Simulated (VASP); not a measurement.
Wanted: the native input for a VASP 6.6.1 run.

* Task: single point
* Functional: PBE
* Dispersion: D3(BJ)
* Potentials or basis: VASP PAW PBE potentials, release 64 (Cd)
* Cutoff: 520 eV
* k mesh: 6 × 6 × 4
* Occupations: gaussian, width 0.1 eV
* Spin: no spin polarisation
* Dipole correction: no
* Further INCAR settings: ALGO = Normal; EDIFF = 1e-06; NBANDS = 19

The structure of Cd lies in POSCAR:

```
Cd
1.0
    3.5556677323      0.0000000000      0.0000000000
   -1.7778338662      3.0792985836      0.0000000000
    0.0000000000      0.0000000000      5.6070076197
Cd
2
Direct
    0.6666666667      0.3333333333      0.7500000000
    0.3333333333      0.6666666667      0.2500000000
```

One way to write it, as run:

INCAR

```
ALGO = Normal ; EDIFF = 1E-6
ENCUT = 520 ; GGA = PE
ISIF = 2 ; ISMEAR = 0
IVDW = 12 ; LASPH = T
LCHARG = F ; LREAL = F
LWAVE = F ; NBANDS = 19
NELM = 60 ; PREC = Accurate
SIGMA = 0.1
```

KPOINTS

```
k-points
0
Gamma
  6 6 4
```

Potentials or basis: VASP PAW PBE potentials, release 64 (Cd).

The run is started by

```sh
$ cat potpaw_PBE.64/Cd/POTCAR > POTCAR
$ mpirun -np 1 vasp_std > vasp.out
```

Results of the run:

* Pressure: -5.4 GPa
* Band gap on the k mesh: zero (band 12 reaches 0.95 eV, above the bottom of band 13 at -0.21 eV)
* Dispersion energy per atom: -0.313 eV

Caveat: pairwise dispersion overbinds metals, which lowers pressure and volume.

Wall time 13 s on 1 thread of Intel(R) Xeon(R) Platinum 8375C CPU @ 2.90GHz (Ice Lake), with other jobs on the host, peak memory 0.18 GiB.
